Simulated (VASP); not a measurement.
A run of VASP 6.6.1 is set up as follows.

File INCAR:

```
ALGO     = Normal         # electronic algorithm
EDIFF    = 1E-6           # SCF threshold, eV
EDIFFG   = -0.01          # ionic threshold
ENCUT    = 600            # plane-wave cutoff, eV
GGA      = PE             # functional
IBRION   = 2              # ionic algorithm
ISIF     = 3              # what is computed and relaxed
ISMEAR   = 0              # smearing method
LASPH    = T              # aspherical terms in the spheres
LCHARG   = F              # write CHGCAR
LREAL    = F              # projectors in reciprocal space
LWAVE    = F              # write WAVECAR
NELM     = 80             # most SCF steps
NSW      = 100            # ionic steps
PREC     = Accurate       # precision mode
SIGMA    = 0.1            # smearing width, eV
```

KPOINTS

```
k-points
0
Gamma
  6 6 12
```

The input POSCAR:

```
In3B2As
1.0
    6.7709227684      0.0000000000      0.0000000000
   -3.3854613842      5.8637911245      0.0000000000
    0.0000000000      0.0000000000      3.0232225263
In B As
3 2 1
Direct
    0.5000000000      0.0000000000      0.5000000000
    0.0000000000      0.5000000000      0.5000000000
    0.5000000000      0.5000000000      0.5000000000
    0.3333333333      0.6666666667      0.0000000000
    0.6666666667      0.3333333333      0.0000000000
    0.0000000000      0.0000000000      0.0000000000
```

Potentials or basis: VASP PAW PBE potentials, release 64 (In_d, B, As).

The run is started by

```bash
$ cat potpaw_PBE.64/In_d/POTCAR potpaw_PBE.64/B/POTCAR potpaw_PBE.64/As/POTCAR > POTCAR
$ mpirun -np 1 vasp_std > vasp.out
```

Task: Predict the space group after relaxing (to 0.05 Å).

Result: P6/mmm (No. 191).

Task: Predict the relaxed volume.

Result: 20.07 Å³/atom.

Task: What does it give for the band gap on the k mesh?

Result: Zero (band 25 reaches 8.06 eV, above the bottom of band 26 at 5.70 eV).

Task: Estimate the relaxed cell.

Result: a = 6.755 Å, b = 6.755 Å, c = 3.047 Å, α = 90.00°, β = 90.00°, γ = 120.00°.

The path:
```
step  energy change (eV)  largest force (eV/Å)  pressure (GPa)  volume (Å³)
   1              0.0000                0.0000            0.31       120.03
   2             -0.0018                0.0000           -0.12       120.71
   3             -0.0018                0.0000           -0.15       120.79
   4             -0.0023                0.0000           -0.06       120.56
   5             -0.0024                0.0000            0.01       120.40
```

Caveat: spin-orbit coupling is left out, which moves the levels of the heavy elements.
